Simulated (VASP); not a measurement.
Sb, 1 atom in the cell. The structure is tetragonal, space group I4/mmm (No. 139). The conventional cell has a = 3.070 Å, b = 3.070 Å, c = 4.960 Å, α = 90.00°, β = 90.00°, γ = 90.00°. Sb (site symmetry 4/mmm) has 12 Sb at 3.07 to 3.30 Å within 4.0 Å.  This cell differs from its parent crystal: equal xx and yy strain of +2 %.

* Program: VASP 6.6.1
* Task: electric field gradients
* Functional: PBEsol
* Potentials or basis: VASP PAW PBE potentials, release 64 (Sb)
* Cutoff: 400 eV
* k mesh: 13 × 13 × 15
* Occupations: fermi-dirac, width 0.03 eV
* Spin: no spin polarisation
* Dipole correction: no
* Further INCAR settings: ALGO = Normal; EDIFF = 1e-08; NBANDS = 8; ISYM = 0

Potentials or basis: VASP PAW PBE potentials, release 64 (Sb).

Command:

```sh
$ cat potpaw_PBE.64/Sb/POTCAR > POTCAR
$ mpirun -np 1 vasp_std > vasp.out
```

Hardware: 1 thread of Intel Xeon 8259CL, with other jobs on the host.

Question: Estimate the wall time of this run.

Answer: It took 2.6 min on 1 thread of Intel Xeon 8259CL, with other jobs on the host, peak memory 0.27 GiB. Counts: scf iterations 13, k points 1268.
